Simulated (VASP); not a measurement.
# Be2ZnTe5 (P-4m2) in VASP: single point with PBE

Aim: the single point of Be2ZnTe5 with PBE.

All numbers are computed with VASP 6.6.1; they aren't measurements. Logs are shortened: lines on timing, memory, paths and dates and some standing lists are left out, and cuts for length are marked.

### Step 1. The cell of the first run

Symmetry: P-4m2, No. 115, tetragonal system. Conventional cell: a = 4.091 Å, b = 4.091 Å, c = 13.619 Å, α = 90.00°, β = 90.00°, γ = 90.00°. Be (site symmetry 2mm) has 4 Te at 2.46 Å within 3.2 Å. Zn (site symmetry -4m2) has 4 Te at 2.64 Å within 3.5 Å. Te (site symmetry 2mm) has 2 Be at 2.46 Å and 2 Te at 3.17 Å within 3.2 Å. Te (site symmetry 2mm) has 2 Be at 2.46 Å and 2 Zn at 2.64 Å within 3.2 Å. Within 4.2 Å of Te (site symmetry -4m2) lie 8 Te at 3.17 to 4.09 Å.

### Step 2. Single point, PBE

The input, INCAR:

```
  PREC = Accurate
  ENCUT = 520
  EDIFF = 1E-6
  ISMEAR = 0
  SIGMA = 0.2
  LREAL = F
  LASPH = T
  NELM = 60
  ALGO = Normal
  ISIF = 2
  LWAVE = F
  LCHARG = T
  GGA = PE
  LELF = T
  LVHAR = T
  NBANDS = 33
```

The input, KPOINTS:

```
Automatic mesh
0
Gamma
  4 4 2
```

The input, POSCAR:

```
Be2ZnTe5
1.0
    4.0914755090      0.0000000000      0.0000000000
    0.0000000000      4.0914755090      0.0000000000
    0.0000000000      0.0000000000     13.6192469212
Be Zn Te
2 1 5
Direct
    0.5000000000      0.5000000000      0.2220958760
    0.5000000000      0.5000000000      0.7779041240
    0.0000000000      0.0000000000      0.0000000000
    0.5000000000      0.0000000000      0.3224016474
    0.0000000000      0.5000000000      0.1222211322
    0.0000000000      0.5000000000      0.6775983526
    0.5000000000      0.0000000000      0.8777788678
    0.0000000000      0.0000000000      0.5000000000
```

Potentials or basis: VASP PAW PBE potentials, release 64 (Be, Zn, Te).

Command:

```sh
> cat potpaw_PBE.64/Be/POTCAR potpaw_PBE.64/Zn/POTCAR potpaw_PBE.64/Te/POTCAR > POTCAR
> mpirun -np 1 vasp_std > vasp.out
```

OUTCAR:

```text
PREC = Accurate
   ENCUT = 520
   EDIFF = 1E-6
   ISMEAR = 0
   LREAL = F
   LASPH = T
   NELM = 60
   ISIF = 2
   GGA = PE

 ion  position               nearest neighbor table
   1  0.500  0.500  0.222-   5 2.46   5 2.46   4 2.46   4 2.46
   2  0.500  0.500  0.778-   7 2.46   7 2.46   6 2.46   6 2.46
   3  0.000  0.000  0.000-   7 2.64   7 2.64   5 2.64   5 2.64
   4  0.500  0.000  0.322-   1 2.46   1 2.46   8 3.17   8 3.17
   5  0.000  0.500  0.122-   1 2.46   1 2.46   3 2.64   3 2.64
   6  0.000  0.500  0.678-   2 2.46   2 2.46   8 3.17   8 3.17
   7  0.500  0.000  0.878-   2 2.46   2 2.46   3 2.64   3 2.64
   8  0.000  0.000  0.500-   4 3.17   6 3.17   6 3.17   4 3.17

  LATTYP: Found a simple tetragonal cell.
 ALAT       =     4.0914755090
 C/A-ratio  =     3.3286883647

  Lattice vectors:

 A1 = (   4.0914755090,   0.0000000000,   0.0000000000)
 A2 = (   0.0000000000,   4.0914755090,   0.0000000000)
 A3 = (   0.0000000000,   0.0000000000,  13.6192469212)

Analysis of symmetry for initial positions (statically):
=====================================================================
 Subroutine PRICEL returns:
 Original cell was already a primitive cell.

 Routine SETGRP: Setting up the symmetry group for a
 simple tetragonal supercell.

 Subroutine GETGRP returns: Found  8 space group operations
 (whereof  8 operations were pure point group operations)
 out of a pool of 16 trial point group operations.

The static configuration has the point symmetry D_2d.

Analysis of symmetry for dynamics (positions and initial velocities):
=====================================================================
 Subroutine PRICEL returns:
 Original cell was already a primitive cell.

 Routine SETGRP: Setting up the symmetry group for a
 simple tetragonal supercell.

 Subroutine GETGRP returns: Found  8 space group operations
 (whereof  8 operations were pure point group operations)
 out of a pool of 16 trial point group operations.

The dynamic configuration has the point symmetry D_2d.

 Subroutine INISYM returns: Found  8 space group operations
 (whereof  8 operations are pure point group operations),
 and found     1 'primitive' translations

----------------------------------------------------------------------------------------

                                     Primitive cell

  volume of cell :     227.9885

  direct lattice vectors                    reciprocal lattice vectors
     4.091475509  0.000000000  0.000000000     0.244410604  0.000000000  0.000000000
     0.000000000  4.091475509  0.000000000     0.000000000  0.244410604  0.000000000
     0.000000000  0.000000000 13.619246921     0.000000000  0.000000000  0.073425499

  length of vectors
     4.091475509  4.091475509 13.619246921     0.244410604  0.244410604  0.073425499

  position of ions in fractional coordinates (direct lattice)
     0.500000000  0.500000000  0.222095876
     0.500000000  0.500000000  0.777904124
     0.000000000  0.000000000  0.000000000
     0.500000000  0.000000000  0.322401647
     0.000000000  0.500000000  0.122221132
     0.000000000  0.500000000  0.677598353
     0.500000000  0.000000000  0.877778868
     0.000000000  0.000000000  0.500000000

  ion indices of the primitive-cell ions
   primitive index   ion index
                 1           1
                 2           2
                 3           3
                 4           4
                 5           5
                 6           6
                 7           7
                 8           8

----------------------------------------------------------------------------------------

 KPOINTS: Automatic mesh

Automatic generation of k-mesh.
 Grid dimensions read from file:
 generate k-points for:    4    4    2

 Generating k-lattice:

  Cartesian coordinates                     Fractional coordinates (reciprocal lattice)
     0.061102651  0.000000000  0.000000000     0.250000000  0.000000000  0.000000000
     0.000000000  0.061102651  0.000000000     0.000000000  0.250000000  0.000000000
     0.000000000  0.000000000  0.036712749     0.000000000  0.000000000  0.500000000

  Length of vectors
     0.061102651  0.061102651  0.036712749

  Shift w.r.t. Gamma in fractional coordinates (k-lattice)
     0.000000000  0.000000000  0.000000000

 Subroutine IBZKPT returns following result:
 ===========================================

 Found     12 irreducible k-points:

 Following reciprocal coordinates:
            Coordinates               Weight
  0.000000  0.000000  0.000000      1.000000
  0.250000  0.000000  0.000000      4.000000
  0.500000  0.000000  0.000000      2.000000
  0.250000  0.250000  0.000000      4.000000
  0.500000  0.250000  0.000000      4.000000
  0.500000  0.500000  0.000000      1.000000
  0.000000  0.000000  0.500000      1.000000
  0.250000  0.000000  0.500000      4.000000
  0.500000  0.000000  0.500000      2.000000
  0.250000  0.250000  0.500000      4.000000
  0.500000  0.250000  0.500000      4.000000
  0.500000  0.500000  0.500000      1.000000
   k-points           NKPTS =     12   k-points in BZ     NKDIM =     12   number of bands    NBANDS=     33
   number of dos      NEDOS =    301   number of ions     NIONS =      8
   total plane-waves  NPLWV =  97200
   dimension x,y,z NGX =    30 NGY =   30 NGZ =  108
   dimension x,y,z NGXF=    60 NGYF=   60 NGZF=  216
   ions per type =               2   1   5
   NGX,Y,Z   is equivalent  to a cutoff of  12.19, 12.19, 13.18 a.u.
   NGXF,Y,Z  is equivalent  to a cutoff of  24.38, 24.38, 26.37 a.u.
 SYSTEM =  unknown system
   PREC   = accura    normal or accurate (medium, high low for compatibility)
   ISTART =      0    job   : 0-new  1-cont  2-samecut
   ICHARG =      2    charge: 1-file 2-atom 10-const
   ISPIN  =      1    spin polarized calculation?
   LNONCOLLINEAR =      F non collinear calculations
   LSORBIT =      F    spin-orbit coupling
   LASPH  =      T    aspherical Exc in radial PAW
   ENCUT  =  520.0 eV  38.22 Ry    6.18 a.u.   7.61  7.61 25.32*2*pi/ulx,y,z
   NELM   =     60;   NELMIN=  2; NELMDL= -5     # of ELM steps
   EDIFF  = 0.1E-05   stopping-criterion for ELM
   LREAL  =      F    real-space projection
   EDIFFG = 0.1E-04   stopping-criterion for IOM
   NSW    =      0    number of steps for IOM
   IBRION =     -1    ionic relax: 0-MD 1-quasi-New 2-CG
   NFREE  =      0    steps in history (QN), initial steepest desc. (CG)
   ISIF   =      2    stress and relaxation
   ISYM   =      2    0-nonsym 1-usesym 2-fastsym
   POTIM  = 0.5000    time-step for ionic-motion
   TEBEG  =    0.0;   TEEND  =   0.0 temperature during run
   PSTRESS=    0.0 pullay stress
   NELECT =      46.0000    total number of electrons
   NUPDOWN=      -1.0000    fix difference up-down
   EMIN   =  10.00;   EMAX   =-10.00  energy-range for DOS
   EFERMI =   0.00;   METHOD = LEGACY
   ISMEAR =     0;   SIGMA  =   0.20  broadening in eV -4-tet -1-fermi 0-gaus
   EFERMI_NEDOS =   21; number of points for ismear=-14 and -15
   IALGO  =     38    algorithm
   IMIX   =      4    mixing-type and parameters
     AMIX     =   0.40;   BMIX     =  1.00
     AMIX_MAG =   1.60;   BMIX_MAG =  1.00
  volume/ion in A,a.u.               =      28.50       192.32
  Fermi-wavevector in a.u.,A,eV,Ry     =   0.960188  1.814493 12.544050  0.921962
  Thomas-Fermi vector in A             =   2.089451
   LORBIT       =      0    0 simple, 1 ext, 2 COOP (PROOUT), +10 PAW based schemes
   GGA     = PE    functional components
   LHFCALC =     F    Hartree Fock is set to
   AEXX    =    0.0000 exact exchange contribution
   IVDW    =     0    specifies the selected vdW correction
   LEPSILON=     F    determine dielectric tensor
   LRPA    =     F    only Hartree local field effects (RPA)
 non-spin polarized calculation
 Gauss-broadening in eV      SIGMA  =   0.20
  energy-cutoff  :      520.00
  volume of cell :      227.99
 maximum number of plane-waves:      6171
   NGX = 15   NGY = 15   NGZ = 51

 number of electron      45.9999988 magnetization

 Free energy of the ion-electron system (eV)
  ---------------------------------------------------
  ext. energy  EPLUGINS =         0.00000000
  ---------------------------------------------------
  free energy    TOTEN  =       -25.24714459 eV

  energy without entropy =      -25.16088257  energy(sigma->0) =      -25.20401358

 E-fermi :   4.4362     XC(G=0):  -8.7477

 val. band max:        4.4360859988   @ k =   0.2500   0.2500   0.5000
 cond. band min:       4.5257526126   @ k =   0.2500   0.2500   0.0000
 fundamental gap:      0.0896666138
 Fermi energy:         4.4361962911

 k-point     1 :       0.0000    0.0000    0.0000
  band No.  band energies     occupation
      1      -8.0860      2.00000
      2      -7.5327      2.00000
      3      -7.4986      2.00000
      4      -6.5333      2.00000
      5      -5.5256      2.00000
      6      -2.8145      2.00000
[... 25 lines left out ...]
     32       8.8918      0.00000
     33       9.0359      0.00000

 k-point     2 :       0.2500    0.0000    0.0000
  band No.  band energies     occupation
      1      -7.7656      2.00000
      2      -7.2940      2.00000
      3      -7.2319      2.00000
      4      -6.4992      2.00000
      5      -5.5358      2.00000
      6      -2.8145      2.00000
[... 25 lines left out ...]
     32       9.3120      0.00000
     33       9.5280      0.00000
[... 322 lines left out ...]
     32       9.3735      0.00000
     33       9.5541      0.00000

 k-point    12 :       0.5000    0.5000    0.5000
  band No.  band energies     occupation
      1      -6.4945      2.00000
      2      -6.4945      2.00000
      3      -6.1874      2.00000
      4      -6.1874      2.00000
      5      -6.1642      2.00000
      6      -2.7780      2.00000
[... 25 lines left out ...]
     32       9.2396      0.00000
     33      10.4301      0.00000

------------------------ aborting loop because EDIFF is reached ----------------------------------------

  FORCE on cell =-STRESS in cart. coord.  units (eV):
  Direction    XX          YY          ZZ          XY          YZ          ZX
  --------------------------------------------------------------------------------------
  -------------------------------------------------------------------------------------
  Total        0.0146937      0.0146937      0.1212124      0.0000000      0.0000000     -0.0000000
  in kB        0.1032594      0.1032594      0.8518139      0.0000000      0.0000000     -0.0000000
  external PRESSURE =       0.3527776 kB  Pullay stress =       0.0000000 kB

 VOLUME and BASIS-vectors are now :
 -----------------------------------------------------------------------------
  energy-cutoff  :      520.00
  volume of cell :      227.99
      direct lattice vectors                 reciprocal lattice vectors
     4.091475509  0.000000000  0.000000000     0.244410604  0.000000000  0.000000000
     0.000000000  4.091475509  0.000000000     0.000000000  0.244410604  0.000000000
     0.000000000  0.000000000 13.619246921     0.000000000  0.000000000  0.073425499

 POSITION                                       TOTAL-FORCE (eV/Angst)
 -----------------------------------------------------------------------------------
      2.04574      2.04574      3.02478         0.000000      0.000000     -0.021876
      2.04574      2.04574     10.59447         0.000000      0.000000      0.021876
      0.00000      0.00000      0.00000        -0.000000      0.000000      0.000000
      2.04574      0.00000      4.39087         0.000000      0.000000      0.024499
      0.00000      2.04574      1.66456         0.000000     -0.000000      0.009409
      0.00000      2.04574      9.22838         0.000000     -0.000000     -0.024499
      2.04574      0.00000     11.95469         0.000000      0.000000     -0.009409
      0.00000      0.00000      6.80962         0.000000      0.000000      0.000000
 -----------------------------------------------------------------------------------
    total drift:                                0.000000      0.000000     -0.000000

  FREE ENERGIE OF THE ION-ELECTRON SYSTEM (eV)
  ---------------------------------------------------
  free  energy   TOTEN  =       -25.2471445902 eV

  energy  without entropy=      -25.1608825694  energy(sigma->0) =      -25.20401358
```

Run time: 58 s. Hardware: 1 thread of Intel Xeon Platinum 8559C (Emerald Rapids), shared host; peak memory 0.34 GiB.

Results:

- Free energy: -25.2471 eV
- Pressure: 0.0 GPa
- Largest force: 0.024 eV/Å
- Band gap on the k mesh: zero (band 23 reaches 5.09 eV, above the bottom of band 24 at 3.79 eV)

Forces on the atoms (eV/Å):
```
Be   0.000  0.000 -0.022
Be   0.000  0.000  0.022
Zn   0.000  0.000  0.000
Te   0.000  0.000  0.024
Te   0.000  0.000  0.009
Te   0.000  0.000 -0.024
Te   0.000  0.000 -0.009
Te   0.000  0.000  0.000
```

Levels at points of the mesh, in eV from the Fermi level:
| k point | band 19 | band 20 | band 21 | band 22 | band 23 | band 24 | band 25 | band 26 | band 27 | band 28 |
| --- | --- | --- | --- | --- | --- | --- | --- | --- | --- | --- |
| (0.00, 0.00, 0.00) | -1.55 | -1.44 | -0.49 | -0.49 | 0.66 | 0.66 | 1.04 | 2.03 | 2.03 | 2.52 |
| (0.50, 0.00, 0.00) | -1.75 | -1.67 | -1.34 | -0.91 | -0.30 | 0.84 | 1.06 | 2.74 | 2.88 | 3.07 |
| (0.50, 0.50, 0.00) | -3.14 | -3.00 | -3.00 | -2.12 | -0.64 | -0.64 | 0.92 | 2.50 | 2.65 | 2.81 |
| (0.00, 0.00, 0.50) | -1.25 | -0.82 | -0.82 | -0.49 | 0.62 | 0.82 | 0.82 | 2.03 | 2.12 | 2.67 |
| (0.50, 0.00, 0.50) | -1.67 | -1.33 | -1.04 | -0.92 | -0.05 | 0.49 | 0.85 | 2.70 | 3.02 | 3.11 |
| (0.50, 0.50, 0.50) | -3.18 | -3.04 | -3.04 | -1.73 | -0.57 | -0.57 | 0.43 | 2.38 | 2.38 | 3.10 |

Caveat: the k points lie up to 0.38 Å⁻¹ apart; spin-orbit coupling is left out, which moves the levels of the heavy elements.
